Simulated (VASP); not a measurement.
Bi2Te3:

```
CELL_PARAMETERS angstrom
2.17828 1.25763 10.09744
-2.17828 1.25763 10.09744
0.00000 -2.51526 10.09744
ATOMIC_POSITIONS crystal
Bi 0.60000 0.60000 0.60000
Bi 0.40000 0.40000 0.40000
Te 0.79050 0.79050 0.79050
Te 0.20950 0.20950 0.20950
Te 0.00000 0.00000 0.00000
```

Base run:

- Program: VASP 6.6.1
- Functional: PBE
- Dispersion: D4
- Potentials or basis: VASP PAW PBE potentials, release 64 (Bi_d, Te)
- Cutoff: 520 eV
- k mesh: 7 × 7 × 7
- Occupations: fermi-dirac, width 0.05 eV
- Spin: no spin polarisation

Its results: band gap on the k mesh 0.27 eV; pressure 0.7 GPa; largest force 0.091 eV/Å.

Q: The run is repeated on the same cell with these changes: functional from PBE to BLYP; dispersion from D4 to none. What comes out?

A: Band gap on the k mesh 0.30 eV; pressure 7.0 GPa; largest force 0.201 eV/Å.

Several settings changed at once.

Caveats: spin-orbit coupling is left out, which moves the levels of the heavy elements; the cell stands under pressure (at least some runs); the PAW data sets were made with another functional, which shifts forces and pressure a little (at least some runs).

A k mesh can miss the band edges.
